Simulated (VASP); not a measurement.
Set up this calculation in VASP 6.6.1, as the native input.

```
Task                   : single point
Functional             : PBE
Potentials or basis    : VASP PAW PBE potentials, release 64 (Al, Ga_d)
Cutoff                 : 520 eV
k mesh                 : 3 × 3 × 3
Occupations            : gaussian, width 0.05 eV
Spin                   : no spin polarisation
Dipole correction      : no
Further INCAR settings : LREAL = Auto; ALGO = Normal; EDIFF = 1e-06; NBANDS = 72
```

The structure of Al30Ga (a cell with a defect) lies in POSCAR:

```
Al30Ga
1.0
    8.1000000000      0.0000000000      0.0000000000
    0.0000000000      8.1000000000      0.0000000000
    0.0000000000      0.0000000000      8.1000000000
Al Ga
30 1
Direct
    0.5000544444      0.0025403704     -0.0016858025
    0.7474596296      0.2499455556     -0.0016858025
    0.7505402469     -0.0005402469      0.2500000000
   -0.0009672840     -0.0010746914      0.0012309877
    0.2511904938      0.2488219753     -0.0005370370
    0.5011780247      0.4988095062     -0.0005370370
    0.7510746914      0.7509672840      0.0012309877
    0.2486079012     -0.0015948148      0.2500000000
    0.5003809877      0.2496190123      0.2500000000
    0.7515948148      0.5013920988      0.2500000000
    0.5000544444      0.0025403704      0.5016858025
    0.7474596296      0.2499455556      0.5016858025
    0.7477591358      0.0022408642      0.7500000000
   -0.0003467901      0.5010266667      0.0010792593
    0.2489733333      0.7503467901      0.0010792593
   -0.0011703704      0.2496161728      0.2500000000
    0.2488691358      0.5011308642      0.2500000000
    0.5003838272      0.7511703704      0.2500000000
   -0.0009672840     -0.0010746914      0.4987690123
    0.2511904938      0.2488219753      0.5005370370
    0.5011780247      0.4988095062      0.5005370370
    0.7510746914      0.7509672840      0.4987690123
    0.2516059259      0.0012713580      0.7500000000
    0.7487286420      0.4983940741      0.7500000000
   -0.0002176543      0.7502176543      0.2500000000
   -0.0003467901      0.5010266667      0.4989207407
    0.2489733333      0.7503467901      0.4989207407
   -0.0011367901      0.2489949383      0.7500000000
    0.5010050617      0.7511367901      0.7500000000
   -0.0003458025      0.7503458025      0.7500000000
    0.2561618519      0.4938381481      0.7500000000
```

One way to write it, as run:

INCAR

```
SYSTEM = Al30Ga
PREC = Accurate ; ENCUT = 520
EDIFF = 1E-6 ; ISMEAR = 0
SIGMA = 0.05 ; LREAL = Auto
LASPH = .TRUE. ; NELM = 100
ALGO = Normal ; ISIF = 2
LWAVE = .FALSE. ; LCHARG = .TRUE.
GGA = PE ; LELF = .TRUE.
LVHAR = .TRUE. ; NBANDS = 72
```

KPOINTS

```
Automatic mesh
0
G
  3 3 3
  0 0 0
```

Potentials or basis: VASP PAW PBE potentials, release 64 (Al, Ga_d).

Launch:

```sh
$ cat potpaw_PBE.64/Al/POTCAR potpaw_PBE.64/Ga_d/POTCAR > POTCAR
$ mpirun -np 1 vasp_std > vasp.out
```

It gave:

| Property | Result |
| --- | --- |
| Pressure | -1.0 GPa |
| Largest force | 0.021 eV/Å |
| Band gap on the k mesh | zero (an odd number of electrons rules out a gap without spin polarisation) |

Run time: 5 min on 1 thread of Intel(R) Xeon(R) Platinum 8259CL CPU @ 2.50GHz (Skylake/Cascade Lake), on a shared host, peak memory 0.57 GiB.
